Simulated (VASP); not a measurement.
# AlN (F-43m) in VASP: further runs

The runs below take AlN through single point, with PBE.

Program: VASP 6.6.1. These are calculated values, not measurements. Logs are shortened: lines on timing, memory, paths and dates and some standing lists are left out, and cuts for length are marked.

## 1. The cell of the first run

Symmetry: F-43m, No. 216, cubic system. The conventional cell has a = 4.177 Å, b = 4.177 Å, c = 4.177 Å, α = 90.00°, β = 90.00°, γ = 90.00°. Al (site symmetry -43m) has 4 N at 1.81 Å within 2.4 Å. N (site symmetry -43m) has 4 Al at 1.81 Å within 2.4 Å.

## 2. Single point, PBE (B replaced by Al, lengths x 1.143, strained)

The input, INCAR:

```
SYSTEM = AlN
PREC = Accurate
ENCUT = 600
EDIFF = 1E-6
ISMEAR = 0
SIGMA = 0.1
LREAL = .FALSE.
LASPH = .TRUE.
NELM = 120
ALGO = Normal
ISIF = 2
LWAVE = .FALSE.
LCHARG = .TRUE.
GGA = PE
LELF = .TRUE.
LVHAR = .TRUE.
NBANDS = 11
GGA_COMPAT = .FALSE.
```

The input, KPOINTS:

```
Automatic mesh
0
G
  8 8 8
  0 0 0
```

The input, POSCAR:

```
AlN
1.0
    0.0000000000      2.0886705391      2.0886705391
    2.0886705391      0.0000000000      2.0886705391
    2.0886705391      2.0886705391      0.0000000000
Al N
1 1
Direct
    0.0000000000      0.0000000000      0.0000000000
    0.7500000000      0.7500000000      0.7500000000
```

Potentials or basis: VASP PAW PBE potentials, release 64 (Al, N).

Launch:

```console
cat potpaw_PBE.64/Al/POTCAR potpaw_PBE.64/N/POTCAR > POTCAR
mpirun -np 1 vasp_std > vasp.out
```

OUTCAR:

```text
SYSTEM = AlN
   PREC = Accurate
   ENCUT = 600
   EDIFF = 1E-6
   ISMEAR = 0
   LREAL = .FALSE.
   LASPH = .TRUE.
   NELM = 120
   ISIF = 2
   GGA = PE

 ion  position               nearest neighbor table
   1  0.000  0.000  0.000-   2 1.81   2 1.81   2 1.81   2 1.81
   2  0.750  0.750  0.750-   1 1.81   1 1.81   1 1.81   1 1.81

  LATTYP: Found a face centered cubic cell.
 ALAT       =     4.1773410782

  Lattice vectors:

 A1 = (   0.0000000000,   2.0886705391,   2.0886705391)
 A2 = (   2.0886705391,   0.0000000000,   2.0886705391)
 A3 = (   2.0886705391,   2.0886705391,   0.0000000000)

Analysis of symmetry for initial positions (statically):
=====================================================================
 Subroutine PRICEL returns:
 Original cell was already a primitive cell.

 Routine SETGRP: Setting up the symmetry group for a
 face centered cubic supercell.

 Subroutine GETGRP returns: Found 24 space group operations
 (whereof 24 operations were pure point group operations)
 out of a pool of 48 trial point group operations.

The static configuration has the point symmetry T_d .

Analysis of symmetry for dynamics (positions and initial velocities):
=====================================================================
 Subroutine PRICEL returns:
 Original cell was already a primitive cell.

 Routine SETGRP: Setting up the symmetry group for a
 face centered cubic supercell.

 Subroutine GETGRP returns: Found 24 space group operations
 (whereof 24 operations were pure point group operations)
 out of a pool of 48 trial point group operations.

The dynamic configuration has the point symmetry T_d .

 Subroutine INISYM returns: Found 24 space group operations
 (whereof 24 operations are pure point group operations),
 and found     1 'primitive' translations

----------------------------------------------------------------------------------------

                                     Primitive cell

  volume of cell :      18.2238

  direct lattice vectors                    reciprocal lattice vectors
     0.000000000  2.088670539  2.088670539    -0.239386725  0.239386725  0.239386725
     2.088670539  0.000000000  2.088670539     0.239386725 -0.239386725  0.239386725
     2.088670539  2.088670539  0.000000000     0.239386725  0.239386725 -0.239386725

  length of vectors
     2.953826204  2.953826204  2.953826204     0.414629970  0.414629970  0.414629970

  position of ions in fractional coordinates (direct lattice)
     0.000000000  0.000000000  0.000000000
     0.750000000  0.750000000  0.750000000

  ion indices of the primitive-cell ions
   primitive index   ion index
                 1           1
                 2           2

----------------------------------------------------------------------------------------

 KPOINTS: Automatic mesh

Automatic generation of k-mesh.
 Grid dimensions read from file:
 generate k-points for:    8    8    8

 Generating k-lattice:

  Cartesian coordinates                     Fractional coordinates (reciprocal lattice)
    -0.029923341  0.029923341  0.029923341     0.125000000  0.000000000  0.000000000
     0.029923341 -0.029923341  0.029923341     0.000000000  0.125000000  0.000000000
     0.029923341  0.029923341 -0.029923341     0.000000000  0.000000000  0.125000000

  Length of vectors
     0.051828746  0.051828746  0.051828746

  Shift w.r.t. Gamma in fractional coordinates (k-lattice)
     0.000000000  0.000000000  0.000000000

 Subroutine IBZKPT returns following result:
 ===========================================

 Found     29 irreducible k-points:

 Following reciprocal coordinates:
            Coordinates               Weight
  0.000000  0.000000  0.000000      1.000000
  0.125000  0.000000  0.000000      8.000000
  0.250000  0.000000  0.000000      8.000000
  0.375000  0.000000  0.000000      8.000000
  0.500000  0.000000  0.000000      4.000000
  0.125000  0.125000  0.000000      6.000000
[... 16 lines left out ...]
  0.500000  0.250000  0.125000     48.000000
 -0.375000  0.250000  0.125000     24.000000
 [... further k-points ...]
   k-points           NKPTS =     29   k-points in BZ     NKDIM =     29   number of bands    NBANDS=     11
   number of dos      NEDOS =    301   number of ions     NIONS =      2
   total plane-waves  NPLWV =  13824
   dimension x,y,z NGX =    24 NGY =   24 NGZ =   24
   dimension x,y,z NGXF=    48 NGYF=   48 NGZF=   48
   ions per type =               1   1
   NGX,Y,Z   is equivalent  to a cutoff of  13.51, 13.51, 13.51 a.u.
   NGXF,Y,Z  is equivalent  to a cutoff of  27.02, 27.02, 27.02 a.u.
 SYSTEM =  AlN
   PREC   = accura    normal or accurate (medium, high low for compatibility)
   ISTART =      0    job   : 0-new  1-cont  2-samecut
   ICHARG =      2    charge: 1-file 2-atom 10-const
   ISPIN  =      1    spin polarized calculation?
   LNONCOLLINEAR =      F non collinear calculations
   LSORBIT =      F    spin-orbit coupling
   LASPH  =      T    aspherical Exc in radial PAW
   ENCUT  =  600.0 eV  44.10 Ry    6.64 a.u.   5.90  5.90  5.90*2*pi/ulx,y,z
   NELM   =    120;   NELMIN=  2; NELMDL= -5     # of ELM steps
   EDIFF  = 0.1E-05   stopping-criterion for ELM
   LREAL  =      F    real-space projection
   EDIFFG = 0.1E-04   stopping-criterion for IOM
   NSW    =      0    number of steps for IOM
   IBRION =     -1    ionic relax: 0-MD 1-quasi-New 2-CG
   NFREE  =      0    steps in history (QN), initial steepest desc. (CG)
   ISIF   =      2    stress and relaxation
   ISYM   =      2    0-nonsym 1-usesym 2-fastsym
   POTIM  = 0.5000    time-step for ionic-motion
   TEBEG  =    0.0;   TEEND  =   0.0 temperature during run
   PSTRESS=    0.0 pullay stress
   NELECT =       8.0000    total number of electrons
   NUPDOWN=      -1.0000    fix difference up-down
   EMIN   =  10.00;   EMAX   =-10.00  energy-range for DOS
   EFERMI =   0.00;   METHOD = LEGACY
   ISMEAR =     0;   SIGMA  =   0.10  broadening in eV -4-tet -1-fermi 0-gaus
   EFERMI_NEDOS =   21; number of points for ismear=-14 and -15
   IALGO  =     38    algorithm
   IMIX   =      4    mixing-type and parameters
     AMIX     =   0.40;   BMIX     =  1.00
     AMIX_MAG =   1.60;   BMIX_MAG =  1.00
  volume/ion in A,a.u.               =       9.11        61.49
  Fermi-wavevector in a.u.,A,eV,Ry     =   1.244204  2.351204 21.062408  1.548043
  Thomas-Fermi vector in A             =   2.378481
   LORBIT       =      0    0 simple, 1 ext, 2 COOP (PROOUT), +10 PAW based schemes
   GGA     = PE    functional components
   LHFCALC =     F    Hartree Fock is set to
   AEXX    =    0.0000 exact exchange contribution
   IVDW    =     0    specifies the selected vdW correction
   LEPSILON=     F    determine dielectric tensor
   LRPA    =     F    only Hartree local field effects (RPA)
 non-spin polarized calculation
 Gauss-broadening in eV      SIGMA  =   0.10
  energy-cutoff  :      600.00
  volume of cell :       18.22
 maximum number of plane-waves:       620
   NGX = 11   NGY = 11   NGZ = 11

 number of electron       8.0000002 magnetization

 Free energy of the ion-electron system (eV)
  ---------------------------------------------------
  ext. energy  EPLUGINS =         0.00000000
  ---------------------------------------------------
  free energy    TOTEN  =       -14.49722511 eV

  energy without entropy =      -14.49722511  energy(sigma->0) =      -14.49722511

 E-fermi :   7.7461     XC(G=0): -11.5321

 val. band max:        7.3054909580   @ k =   0.0000   0.0000   0.0000
 cond. band min:      10.6801152652   @ k =   0.5000   0.5000   0.0000
 fundamental gap:      3.3746243073
 Fermi energy:         7.7460811004

 k-point     1 :       0.0000    0.0000    0.0000
  band No.  band energies     occupation
      1      -8.4917      2.00000
      2       7.3055      2.00000
      3       7.3055      2.00000
      4       7.3055      2.00000
      5      12.7430      0.00000
      6      21.2522      0.00000
      7      21.2522      0.00000
      8      21.2522      0.00000
      9      26.0985      0.00000
     10      26.0985      0.00000
     11      27.7923      0.00000

 k-point     2 :       0.1250    0.0000    0.0000
  band No.  band energies     occupation
      1      -8.2267      2.00000
      2       6.1003      2.00000
      3       7.2257      2.00000
      4       7.2257      2.00000
      5      13.6456      0.00000
      6      20.6586      0.00000
      7      21.4336      0.00000
      8      21.4336      0.00000
      9      24.4429      0.00000
     10      24.4429      0.00000
     11      26.6830      0.00000

 k-point     3 :       0.2500    0.0000    0.0000
  band No.  band energies     occupation
      1      -7.4919      2.00000
      2       3.8374      2.00000
      3       7.0457      2.00000
      4       7.0457      2.00000
      5      14.9542      0.00000
      6      19.5368      0.00000
      7      20.7500      0.00000
      8      20.7500      0.00000
      9      24.8157      0.00000
     10      24.8157      0.00000
     11      26.0259      0.00000

 k-point     4 :       0.3750    0.0000    0.0000
  band No.  band energies     occupation
      1      -6.5368      2.00000
      2       1.7737      2.00000
      3       6.8809      2.00000
      4       6.8809      2.00000
      5      15.6976      0.00000
      6      18.5487      0.00000
      7      19.7063      0.00000
      8      19.7063      0.00000
      9      26.6006      0.00000
     10      27.1878      0.00000
     11      27.1878      0.00000

 k-point     5 :       0.5000    0.0000    0.0000
  band No.  band energies     occupation
      1      -6.0192      2.00000
      2       0.8624      2.00000
      3       6.8165      2.00000
      4       6.8165      2.00000
      5      15.9392      0.00000
      6      18.1119      0.00000
      7      19.3134      0.00000
      8      19.3134      0.00000
      9      27.1997      0.00000
     10      29.2649      0.00000
     11      29.2649      0.00000
[... 211 lines left out ...]
 k-point    21 :       0.5000    0.5000    0.0000
  band No.  band energies     occupation
      1      -5.2502      2.00000
      2       1.9686      2.00000
      3       5.3957      2.00000
      4       5.3957      2.00000
      5      10.6801      0.00000
      6      16.7397      0.00000
      7      23.2250      0.00000
      8      24.7657      0.00000
      9      24.7657      0.00000
     10      33.1223      0.00000
     11      33.9572      0.00000

 k-point    22 :       0.3750    0.2500    0.1250
  band No.  band energies     occupation
      1      -6.8952      2.00000
      2       3.5250      2.00000
      3       5.7059      2.00000
      4       6.6788      2.00000
      5      14.8800      0.00000
      6      18.7749      0.00000
      7      19.6487      0.00000
      8      21.8303      0.00000
      9      23.3741      0.00000
     10      28.0574      0.00000
     11      30.5938      0.00000

 k-point    23 :       0.5000    0.2500    0.1250
  band No.  band energies     occupation
      1      -6.0622      2.00000
      2       2.2895      2.00000
      3       5.0772      2.00000
      4       6.3185      2.00000
      5      14.8730      0.00000
      6      18.0977      0.00000
      7      20.2639      0.00000
      8      21.4056      0.00000
      9      24.8921      0.00000
     10      28.8070      0.00000
     11      30.9629      0.00000

 k-point    24 :      -0.3750    0.2500    0.1250
  band No.  band energies     occupation
      1      -5.6337      2.00000
      2       1.6602      2.00000
      3       4.9241      2.00000
      4       6.1091      2.00000
      5      14.8456      0.00000
      6      17.7621      0.00000
      7      20.7178      0.00000
      8      21.4041      0.00000
      9      26.3114      0.00000
     10      27.6545      0.00000
     11      31.3363      0.00000

 [... further k-points ...]
[... 5 lines left out ...]
  --------------------------------------------------------------------------------------
  -------------------------------------------------------------------------------------
  Total        4.6763853      4.6763853      4.6763853     -0.0000000      0.0000000     -0.0000000
  in kB      411.1317842    411.1317842    411.1317842     -0.0000000      0.0000000     -0.0000000
  external PRESSURE =     411.1317842 kB  Pullay stress =       0.0000000 kB

 VOLUME and BASIS-vectors are now :
 -----------------------------------------------------------------------------
  energy-cutoff  :      600.00
  volume of cell :       18.22
      direct lattice vectors                 reciprocal lattice vectors
     0.000000000  2.088670539  2.088670539    -0.239386725  0.239386725  0.239386725
     2.088670539  0.000000000  2.088670539     0.239386725 -0.239386725  0.239386725
     2.088670539  2.088670539  0.000000000     0.239386725  0.239386725 -0.239386725

 POSITION                                       TOTAL-FORCE (eV/Angst)
 -----------------------------------------------------------------------------------
      0.00000      0.00000      0.00000        -0.000000     -0.000000     -0.000000
      3.13301      3.13301      3.13301         0.000000      0.000000      0.000000
 -----------------------------------------------------------------------------------
    total drift:                               -0.000000     -0.000000     -0.000000

  FREE ENERGIE OF THE ION-ELECTRON SYSTEM (eV)
  ---------------------------------------------------
  free  energy   TOTEN  =       -14.4972251149 eV

  energy  without entropy=      -14.4972251149  energy(sigma->0) =      -14.49722511
```

Wall time 4.5 s (1 thread of Intel Xeon 6975P-C, shared host); peak memory 0.13 GiB.

What came out:

```
Free energy            : -14.4972 eV
Pressure               : 41.1 GPa
Band gap on the k mesh : 3.37 eV, indirect (least direct gap 5.28 eV)
```

Levels at points of the mesh, in eV from the valence-band top:
```
           k point  band 1  band 2  band 3  band 4  band 5  band 6  band 7  band 8
(0.00, 0.00, 0.00)  -15.80    0.00    0.00    0.00    5.44   13.95   13.95   13.95
(0.50, 0.00, 0.00)  -13.32   -6.44   -0.49   -0.49    8.63   10.81   12.01   12.01
(0.50, 0.50, 0.00)  -12.56   -5.34   -1.91   -1.91    3.37    9.43   15.92   17.46
```

Caveat: the cell differs from its parent crystal (B replaced by Al, lengths x 1.143, strained).

(Part 1 of 2 ends here.)
